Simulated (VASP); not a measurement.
The system is Mg2SO.

```
O Mg S
1.0
     3.40839    0.00000    0.00000
     0.00000    3.40839    0.00000
     0.00000    0.00000    4.76112
O Mg S
1 2 1
Direct
  0.00000 0.00000 0.00000
  0.00000 0.00000 0.50000
  0.50000 0.50000 0.00000
  0.50000 0.50000 0.50000
```

Base run:

```yaml
Program: VASP 6.6.1
Functional: PBE
Potentials_or_basis: VASP PAW PBE potentials, release 64 (O, Mg, S)
Cutoff: 520 eV
k_mesh: 8 × 8 × 6
Occupations: gaussian, width 0.01 eV
Spin: no spin polarisation
```

Its results: band gap on the k mesh 3.17 eV, direct; pressure 2.0 GPa.

Q: The run is repeated on the same cell with these changes: functional from PBE to r2SCAN; further incar settings from ALGO = Normal; EDIFF = 1e-06; NBANDS = 16 to ALGO = Normal; EDIFF = 1e-07; NBANDS = 16. What comes out?

A: Band gap on the k mesh 3.95 eV, direct; pressure -0.6 GPa.

Caveats: the PAW data sets were made with another functional, which shifts forces and pressure a little (some runs).

A k mesh can miss the band edges.
